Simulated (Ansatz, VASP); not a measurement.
AlRu in VASP and in Ansatz

The input POSCAR:

```
AlRu
1.0
    3.2499149099      0.0000000000      0.0000000000
    0.0000000000      3.2499149099      0.0000000000
    0.0000000000      0.0000000000      2.5349336297
Al Ru
1 1
Direct
    0.0000000000      0.0000000000      0.0000000000
    0.5000000000      0.5000000000      0.5000000000
```

File INCAR.step1:

```
PREC = Accurate
ENCUT = 520
ISMEAR = 0
SIGMA = 0.15
LREAL = False
LASPH = True
NELM = 100
NBANDS = 16
GGA = PE
ALGO = Normal
EDIFF = 1E-4
LWAVE = True
LCHARG = False
```

The input INCAR.step2:

```
PREC = Accurate
ENCUT = 520
EDIFF = 1E-6
ISMEAR = 0
SIGMA = 0.15
LREAL = False
LASPH = True
NELM = 100
ALGO = Normal
ISIF = 2
LWAVE = False
LCHARG = True
METAGGA = R2SCAN
LMIXTAU = True
LELF = True
LVHAR = True
NBANDS = 16
ISTART = 1
```

KPOINTS

```
regular mesh
0
Gamma
  18 18 18
```

Input for Ansatz:

```yaml
crystal:
  lattice:
    - [3.2499149099, 0.0, 0.0]
    - [0.0, 3.2499149099, 0.0]
    - [0.0, 0.0, 2.5349336297]
  atoms:
    - { symbol: Al, position: [0.0, 0.0, 0.0] }
    - { symbol: Ru, position: [0.5, 0.5, 0.5] }
basis:
  ecutwfc: 500
kpoints:
  mp_grid: { grid: [18, 18, 18] }
hamiltonian:
  xc: r2scan
scf:
  occupations: { method: gaussian, width: 0.15 }
output:
  forces: true
  stress: true
  eigenvalues: true
```

Alike in both runs: task single point; functional r2SCAN; k mesh 18 × 18 × 18; occupations gaussian, width 0.15 eV; no spin polarisation.

|  | VASP | Ansatz |
| --- | --- | --- |
| version | VASP 6.6.1 | Ansatz 0.2.0 |
| potentials or method | VASP PAW PBE potentials, release 64 (Al, Ru_pv), cutoff 520 eV | scalar-relativistic, plane waves, PAW |
| valence electrons in the cell | 17 | 19 |

```csv
,VASP,Ansatz,Ansatz less VASP
gap on the k mesh at the Fermi level (eV),none,none,-
pressure (GPa),8.2,8.0,-0.20
"traceless stress, the component that is largest in VASP (GPa)",41.61,41.40,-0.203
```

VASP's potentials were made for PBE, not for r2SCAN. A gap of «none» marks a metal or a gap that the smearing closes. VASP's potentials hold 17 valence electrons a cell and Ansatz's 19, so a difference there can come from the potentials and not from the codes.
